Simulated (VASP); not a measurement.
# Ga (Pm-3m) in VASP: notebook

The runs below take Ga through single point, relaxation of cell and atoms, with PBEsol.

All numbers are computed with VASP 6.6.1; they aren't measurements. Logs are shortened: lines on timing, memory, paths and dates and some standing lists are left out, and cuts for length are marked.

**1. The cell of the first run**

It takes space group Pm-3m (No. 221, cubic). The conventional cell has a = 2.659 Å, b = 2.659 Å, c = 2.659 Å, α = 90.00°, β = 90.00°, γ = 90.00°. Within 3.5 Å of Ga (site symmetry m-3m) lie 6 Ga at 2.66 Å.

**2. Single point, PBEsol**

INCAR reads:

```
SYSTEM = Ga
PREC     = Accurate       ! precision mode
ENCUT    = 520            ! plane-wave cutoff, eV
EDIFF    = 1E-7           ! SCF threshold, eV
ISMEAR   = 0              ! smearing method
SIGMA    = 0.1            ! smearing width, eV
LREAL    = .False.        ! projectors in reciprocal space
LASPH    = .True.         ! aspherical terms in the spheres
NELM     = 60             ! most SCF steps
ALGO     = Normal         ! electronic algorithm
ISIF     = 2              ! what is computed and relaxed
LWAVE    = .False.        ! write WAVECAR
LCHARG   = .False.        ! write CHGCAR
GGA      = PS             ! functional
NBANDS   = 12             ! bands
```

KPOINTS reads:

```
Automatic mesh
0
Gamma
  16 16 16
  0 0 0
```

POSCAR reads:

```
Ga
1.0
    2.6592487737      0.0000000000      0.0000000000
    0.0000000000      2.6592487737      0.0000000000
    0.0000000000      0.0000000000      2.6592487737
Ga
1
Direct
    0.0000000000      0.0000000000      0.0000000000
```

Potentials or basis: VASP PAW PBE potentials, release 64 (Ga_d).

On the command line:

```bash
cat potpaw_PBE.64/Ga_d/POTCAR > POTCAR
mpirun -np 1 vasp_std > vasp.out
```

OUTCAR:

```text
SYSTEM = Ga
   PREC = Accurate
   ENCUT = 520
   EDIFF = 1E-7
   ISMEAR = 0
   LREAL = .False.
   LASPH = .True.
   NELM = 60
   ISIF = 2
   GGA = PS

 ion  position               nearest neighbor table
   1  0.000  0.000  0.000-

  LATTYP: Found a simple cubic cell.
 ALAT       =     2.6592487737

  Lattice vectors:

 A1 = (   2.6592487737,   0.0000000000,   0.0000000000)
 A2 = (   0.0000000000,   2.6592487737,   0.0000000000)
 A3 = (   0.0000000000,   0.0000000000,   2.6592487737)

Analysis of symmetry for initial positions (statically):
=====================================================================
 Subroutine PRICEL returns:
 Original cell was already a primitive cell.

 Routine SETGRP: Setting up the symmetry group for a
 simple cubic supercell.

 Subroutine GETGRP returns: Found 48 space group operations
 (whereof 48 operations were pure point group operations)
 out of a pool of 48 trial point group operations.

The static configuration has the point symmetry O_h .

Analysis of symmetry for dynamics (positions and initial velocities):
=====================================================================
 Subroutine PRICEL returns:
 Original cell was already a primitive cell.

 Routine SETGRP: Setting up the symmetry group for a
 simple cubic supercell.

 Subroutine GETGRP returns: Found 48 space group operations
 (whereof 48 operations were pure point group operations)
 out of a pool of 48 trial point group operations.

The dynamic configuration has the point symmetry O_h .

 Subroutine INISYM returns: Found 48 space group operations
 (whereof 48 operations are pure point group operations),
 and found     1 'primitive' translations

----------------------------------------------------------------------------------------

                                     Primitive cell

  volume of cell :      18.8052

  direct lattice vectors                    reciprocal lattice vectors
     2.659248774  0.000000000  0.000000000     0.376046051  0.000000000  0.000000000
     0.000000000  2.659248774  0.000000000     0.000000000  0.376046051  0.000000000
     0.000000000  0.000000000  2.659248774     0.000000000  0.000000000  0.376046051

  length of vectors
     2.659248774  2.659248774  2.659248774     0.376046051  0.376046051  0.376046051

  position of ions in fractional coordinates (direct lattice)
     0.000000000  0.000000000  0.000000000

  ion indices of the primitive-cell ions
   primitive index   ion index
                 1           1

----------------------------------------------------------------------------------------

 KPOINTS: Automatic mesh

Automatic generation of k-mesh.
 Grid dimensions read from file:
 generate k-points for:   16   16   16

 Generating k-lattice:

  Cartesian coordinates                     Fractional coordinates (reciprocal lattice)
     0.023502878  0.000000000  0.000000000     0.062500000  0.000000000  0.000000000
     0.000000000  0.023502878  0.000000000     0.000000000  0.062500000  0.000000000
     0.000000000  0.000000000  0.023502878     0.000000000  0.000000000  0.062500000

  Length of vectors
     0.023502878  0.023502878  0.023502878

  Shift w.r.t. Gamma in fractional coordinates (k-lattice)
     0.000000000  0.000000000  0.000000000

 Subroutine IBZKPT returns following result:
 ===========================================

 Found    165 irreducible k-points:

 Following reciprocal coordinates:
            Coordinates               Weight
  0.000000  0.000000  0.000000      1.000000
  0.062500  0.000000  0.000000      6.000000
  0.125000  0.000000  0.000000      6.000000
  0.187500  0.000000  0.000000      6.000000
  0.250000  0.000000  0.000000      6.000000
  0.312500  0.000000  0.000000      6.000000
[... 16 lines left out ...]
  0.437500  0.125000  0.000000     24.000000
  0.500000  0.125000  0.000000     12.000000
 [... further k-points ...]
   k-points           NKPTS =    165   k-points in BZ     NKDIM =    165   number of bands    NBANDS=     12
   number of dos      NEDOS =    301   number of ions     NIONS =      1
   total plane-waves  NPLWV =   8000
   dimension x,y,z NGX =    20 NGY =   20 NGZ =   20
   dimension x,y,z NGXF=    40 NGYF=   40 NGZF=   40
   ions per type =               1
   NGX,Y,Z   is equivalent  to a cutoff of  12.50, 12.50, 12.50 a.u.
   NGXF,Y,Z  is equivalent  to a cutoff of  25.01, 25.01, 25.01 a.u.
 SYSTEM =  Ga
   PREC   = accura    normal or accurate (medium, high low for compatibility)
   ISTART =      0    job   : 0-new  1-cont  2-samecut
   ICHARG =      2    charge: 1-file 2-atom 10-const
   ISPIN  =      1    spin polarized calculation?
   LNONCOLLINEAR =      F non collinear calculations
   LSORBIT =      F    spin-orbit coupling
   LASPH  =      T    aspherical Exc in radial PAW
   ENCUT  =  520.0 eV  38.22 Ry    6.18 a.u.   4.94  4.94  4.94*2*pi/ulx,y,z
   NELM   =     60;   NELMIN=  2; NELMDL= -5     # of ELM steps
   EDIFF  = 0.1E-06   stopping-criterion for ELM
   LREAL  =      F    real-space projection
   EDIFFG = 0.1E-05   stopping-criterion for IOM
   NSW    =      0    number of steps for IOM
   IBRION =     -1    ionic relax: 0-MD 1-quasi-New 2-CG
   NFREE  =      0    steps in history (QN), initial steepest desc. (CG)
   ISIF   =      2    stress and relaxation
   ISYM   =      2    0-nonsym 1-usesym 2-fastsym
   POTIM  = 0.5000    time-step for ionic-motion
   TEBEG  =    0.0;   TEEND  =   0.0 temperature during run
   PSTRESS=    0.0 pullay stress
   NELECT =      13.0000    total number of electrons
   NUPDOWN=      -1.0000    fix difference up-down
   EMIN   =  10.00;   EMAX   =-10.00  energy-range for DOS
   EFERMI =   0.00;   METHOD = LEGACY
   ISMEAR =     0;   SIGMA  =   0.10  broadening in eV -4-tet -1-fermi 0-gaus
   EFERMI_NEDOS =   21; number of points for ismear=-14 and -15
   IALGO  =     38    algorithm
   IMIX   =      4    mixing-type and parameters
     AMIX     =   0.40;   BMIX     =  1.00
     AMIX_MAG =   1.60;   BMIX_MAG =  1.00
  volume/ion in A,a.u.               =      18.81       126.90
  Fermi-wavevector in a.u.,A,eV,Ry     =   1.447539  2.735452 28.509233  2.095370
  Thomas-Fermi vector in A             =   2.565482
   LORBIT       =      0    0 simple, 1 ext, 2 COOP (PROOUT), +10 PAW based schemes
   GGA     = PS    functional components
   LHFCALC =     F    Hartree Fock is set to
   AEXX    =    0.0000 exact exchange contribution
   IVDW    =     0    specifies the selected vdW correction
   LEPSILON=     F    determine dielectric tensor
   LRPA    =     F    only Hartree local field effects (RPA)
 non-spin polarized calculation
 Gauss-broadening in eV      SIGMA  =   0.10
  energy-cutoff  :      520.00
  volume of cell :       18.81
 maximum number of plane-waves:       520
 NGX is ok and might be reduce to    20
   NGX =  9   NGY =  9   NGZ =  9

 number of electron      12.9999993 magnetization

 Free energy of the ion-electron system (eV)
  ---------------------------------------------------
  ext. energy  EPLUGINS =         0.00000000
  ---------------------------------------------------
  free energy    TOTEN  =        -3.26683617 eV

  energy without entropy =       -3.26519445  energy(sigma->0) =       -3.26601531

 E-fermi :   5.1353     XC(G=0): -11.0963

 val. band max:        5.0647146386   @ k =   0.3750   0.2500   0.1875
 cond. band min:       5.1561383436   @ k =   0.5000   0.5000   0.1875
 fundamental gap:      0.0914237049
 Fermi energy:         5.1352586067

 k-point     1 :       0.0000    0.0000    0.0000
  band No.  band energies     occupation
      1      -9.9895      2.00000
      2      -9.9895      2.00000
      3      -9.3867      2.00000
      4      -9.3867      2.00000
      5      -9.3867      2.00000
      6      -5.8592      2.00000
      7      14.5382      0.00000
      8      14.5382      0.00000
      9      14.5382      0.00000
     10      17.4687      0.00000
     11      17.4687      0.00000
     12      20.2215      0.00000

 k-point     2 :       0.0625    0.0000    0.0000
  band No.  band energies     occupation
      1      -9.9877      2.00000
      2      -9.9743      2.00000
      3      -9.3931      2.00000
      4      -9.3931      2.00000
      5      -9.3862      2.00000
      6      -5.7761      2.00000
      7      13.1849      0.00000
      8      14.6262      0.00000
      9      14.6262      0.00000
     10      17.5383      0.00000
     11      18.4837      0.00000
     12      20.7586      0.00000

 k-point     3 :       0.1250    0.0000    0.0000
  band No.  band energies     occupation
      1      -9.9825      2.00000
      2      -9.9316      2.00000
      3      -9.4114      2.00000
      4      -9.4114      2.00000
      5      -9.3846      2.00000
      6      -5.5253      2.00000
      7      11.0176      0.00000
      8      14.8876      0.00000
      9      14.8876      0.00000
     10      17.7474      0.00000
     11      19.3084      0.00000
     12      22.6892      0.00000

 k-point     4 :       0.1875    0.0000    0.0000
  band No.  band energies     occupation
      1      -9.9747      2.00000
      2      -9.8696      2.00000
      3      -9.4385      2.00000
      4      -9.4385      2.00000
      5      -9.3823      2.00000
      6      -5.1041      2.00000
      7       8.8424      0.00000
      8      15.3135      0.00000
      9      15.3135      0.00000
     10      18.0966      0.00000
     11      19.7698      0.00000
     12      25.3359      0.00000

 k-point     5 :       0.2500    0.0000    0.0000
  band No.  band energies     occupation
      1      -9.9655      2.00000
      2      -9.7992      2.00000
      3      -9.4703      2.00000
      4      -9.4703      2.00000
      5      -9.3796      2.00000
      6      -4.5103      2.00000
      7       6.7730      0.00000
      8      15.8871      0.00000
      9      15.8871      0.00000
     10      18.5865      0.00000
     11      20.2347      0.00000
     12      27.9043      0.00000
[... 228 lines left out ...]
      1      -9.9159      2.00000
      2      -9.6942      2.00000
      3      -9.5424      2.00000
      4      -9.4988      2.00000
      5      -9.4004      2.00000
      6      -3.4187      2.00000
      7       5.1637      0.68792
      8      13.0776      0.00000
      9      16.9297      0.00000
     10      20.1207      0.00000
     11      21.5832      0.00000
     12      24.7472      0.00000

 k-point    22 :       0.3750    0.1250    0.0000
  band No.  band energies     occupation
      1      -9.9076      2.00000
      2      -9.6359      2.00000
      3      -9.5722      2.00000
      4      -9.5251      2.00000
      5      -9.3978      2.00000
      6      -2.5036      2.00000
      7       3.4141      2.00000
      8      13.8651      0.00000
      9      17.6741      0.00000
     10      19.7816      0.00000
     11      21.2812      0.00000
     12      24.8006      0.00000

 k-point    23 :       0.4375    0.1250    0.0000
  band No.  band energies     occupation
      1      -9.9022      2.00000
      2      -9.5978      2.00000
      3      -9.5919      2.00000
      4      -9.5426      2.00000
      5      -9.3961      2.00000
      6      -1.4972      2.00000
      7       1.9046      2.00000
      8      14.6365      0.00000
      9      18.3277      0.00000
     10      18.7154      0.00000
     11      22.0492      0.00000
     12      24.0913      0.00000

 k-point    24 :       0.5000    0.1250    0.0000
  band No.  band energies     occupation
      1      -9.9003      2.00000
      2      -9.5988      2.00000
      3      -9.5846      2.00000
      4      -9.5488      2.00000
      5      -9.3956      2.00000
      6      -0.8437      2.00000
      7       1.0830      2.00000
      8      15.0263      0.00000
      9      18.2019      0.00000
     10      18.6125      0.00000
     11      22.8661      0.00000
     12      23.2230      0.00000

 [... further k-points ...]

------------------------ aborting loop because EDIFF is reached ----------------------------------------

  FORCE on cell =-STRESS in cart. coord.  units (eV):
  Direction    XX          YY          ZZ          XY          YZ          ZX
  --------------------------------------------------------------------------------------
  -------------------------------------------------------------------------------------
  Total        0.0090233      0.0090233      0.0090233     -0.0000000      0.0000000     -0.0000000
  in kB        0.7687765      0.7687765      0.7687765     -0.0000000      0.0000000     -0.0000000
  external PRESSURE =       0.7687765 kB  Pullay stress =       0.0000000 kB

 VOLUME and BASIS-vectors are now :
 -----------------------------------------------------------------------------
  energy-cutoff  :      520.00
  volume of cell :       18.81
      direct lattice vectors                 reciprocal lattice vectors
     2.659248774  0.000000000  0.000000000     0.376046051  0.000000000  0.000000000
     0.000000000  2.659248774  0.000000000     0.000000000  0.376046051  0.000000000
     0.000000000  0.000000000  2.659248774     0.000000000  0.000000000  0.376046051

 POSITION                                       TOTAL-FORCE (eV/Angst)
 -----------------------------------------------------------------------------------
      0.00000      0.00000      0.00000         0.000000      0.000000      0.000000
 -----------------------------------------------------------------------------------
    total drift:                               -0.000000      0.000000      0.000000

  FREE ENERGIE OF THE ION-ELECTRON SYSTEM (eV)
  ---------------------------------------------------
  free  energy   TOTEN  =        -3.2668361737 eV

  energy  without entropy=       -3.2651944550  energy(sigma->0) =       -3.26601531
```

Wall time 19 s (1 thread of Intel Xeon Platinum 8375C at 2.90GHz (Ice Lake), shared host); peak memory 0.15 GiB.

What came out:

```yaml
Free_energy: -3.2668 eV
Pressure: 0.1 GPa
```

Caveat: the PAW data sets were made with another functional, which shifts forces and pressure a little.

**3. Relaxation of cell and atoms, PBEsol**

This run uses another cell than the first one, of 18.76 Å³/atom, 0.998 times its volume.

INCAR reads:

```
SYSTEM = Ga
PREC = Accurate ; ENCUT = 600
EDIFF = 1E-7 ; ISMEAR = 0
SIGMA = 0.1 ; LREAL = .False.
LASPH = .True. ; NELM = 80
ALGO = Normal ; ISIF = 3
LWAVE = .False. ; LCHARG = .False.
GGA = PS ; IBRION = 2
NSW = 80 ; EDIFFG = -0.01
```

KPOINTS reads:

```
regular mesh
0
Gamma
  16 16 16
  0 0 0
```

POSCAR reads:

```
Ga
1.0
    2.6573409733      0.0000000000      0.0000000000
    0.0000000000      2.6573409733      0.0000000000
    0.0000000000      0.0000000000      2.6573409733
Ga
1
Direct
    0.0000000000      0.0000000000      0.0000000000
```

Potentials or basis: VASP PAW PBE potentials, release 64 (Ga_d).

On the command line:

```bash
cat potpaw_PBE.64/Ga_d/POTCAR > POTCAR
mpirun -np 1 vasp_std > vasp.out
```

OUTCAR:

```text
SYSTEM = Ga
   PREC = Accurate
   ENCUT = 600
   EDIFF = 1E-7
   ISMEAR = 0
   LREAL = .False.
   LASPH = .True.
   NELM = 80
   ISIF = 3
   GGA = PS
   IBRION = 2
   NSW = 80
   EDIFFG = -0.01

 ion  position               nearest neighbor table
   1  0.000  0.000  0.000-

  LATTYP: Found a simple cubic cell.
 ALAT       =     2.6573409733

  Lattice vectors:

 A1 = (   2.6573409733,   0.0000000000,   0.0000000000)
 A2 = (   0.0000000000,   2.6573409733,   0.0000000000)
 A3 = (   0.0000000000,   0.0000000000,   2.6573409733)

Analysis of symmetry for initial positions (statically):
=====================================================================
 Subroutine PRICEL returns:
 Original cell was already a primitive cell.

 Routine SETGRP: Setting up the symmetry group for a
 simple cubic supercell.

 Subroutine GETGRP returns: Found 48 space group operations
 (whereof 48 operations were pure point group operations)
 out of a pool of 48 trial point group operations.

The static configuration has the point symmetry O_h .

Analysis of symmetry for dynamics (positions and initial velocities):
[... 214 lines left out ...]
      2      -9.9947      2.00000
      3      -9.3928      2.00000
      4      -9.3928      2.00000
      5      -9.3928      2.00000
      6      -5.8604      2.00000
      7      14.5285      0.00000
      8      14.5285      0.00000
      9      14.5285      0.00000
     10      17.4592      0.00000
[... 287 lines left out ...]
 k-point    24 :       0.5000    0.1250    0.0000
  band No.  band energies     occupation
      1      -9.9056      2.00000
      2      -9.6045      2.00000
      3      -9.5902      2.00000
      4      -9.5545      2.00000
      5      -9.4016      2.00000
      6      -0.8485      2.00000
      7       1.0804      2.00000
      8      15.0156      0.00000
      9      18.1927      0.00000
     10      18.5997      0.00000

 [... further k-points ...]

------------------------ aborting loop because EDIFF is reached ----------------------------------------

  FORCE on cell =-STRESS in cart. coord.  units (eV):
  Direction    XX          YY          ZZ          XY          YZ          ZX
  --------------------------------------------------------------------------------------
  -------------------------------------------------------------------------------------
  Total       -0.0026960     -0.0026960     -0.0026960     -0.0000000      0.0000000      0.0000000
  in kB       -0.2295571     -0.2295571     -0.2295571     -0.0000000      0.0000000      0.0000000
  external PRESSURE =      -0.2295571 kB  Pullay stress =       0.0000000 kB

 VOLUME and BASIS-vectors are now :
 -----------------------------------------------------------------------------
  energy-cutoff  :      600.00
  volume of cell :       18.82
      direct lattice vectors                 reciprocal lattice vectors
     2.659782445  0.000000000  0.000000000     0.375970599  0.000000000  0.000000000
    -0.000000000  2.659782445 -0.000000000    -0.000000000  0.375970599 -0.000000000
    -0.000000000  0.000000000  2.659782445    -0.000000000  0.000000000  0.375970599

 POSITION                                       TOTAL-FORCE (eV/Angst)
 -----------------------------------------------------------------------------------
      0.00000      0.00000      0.00000        -0.000000      0.000000      0.000000
 -----------------------------------------------------------------------------------
    total drift:                                0.000000     -0.000000      0.000000

  FREE ENERGIE OF THE ION-ELECTRON SYSTEM (eV)
  ---------------------------------------------------
  free  energy   TOTEN  =        -3.2666991813 eV

  energy  without entropy=       -3.2650566292  energy(sigma->0) =       -3.26587791

 reached required accuracy - stopping structural energy minimisation
```

Run time: 27 s. Hardware: 1 thread of Intel Xeon Platinum 8375C at 2.90GHz (Ice Lake), shared host; peak memory 0.17 GiB.

Results:

| Quantity | Value |
| --- | --- |
| Free energy | -3.2667 eV |
| Relaxed volume | 18.82 Å³/atom |
| Relaxed cell | a = 2.660 Å, b = 2.660 Å, c = 2.660 Å, α = 90.00°, β = 90.00°, γ = 90.00° |
| Space group after relaxing (to 0.05 Å) | Pm-3m (No. 221) |
| Energy gained by relaxing | 0.0 meV/atom |
| Ionic steps | 2 |
| Pressure after relaxing | 0.0 GPa |

Final structure:
```
Ga
1.0
     2.65978    0.00000    0.00000
     0.00000    2.65978    0.00000
     0.00000    0.00000    2.65978
Ga
1
Direct
  0.00000 0.00000 0.00000
```

Caveat: the PAW data sets were made with another functional, which shifts forces and pressure a little.
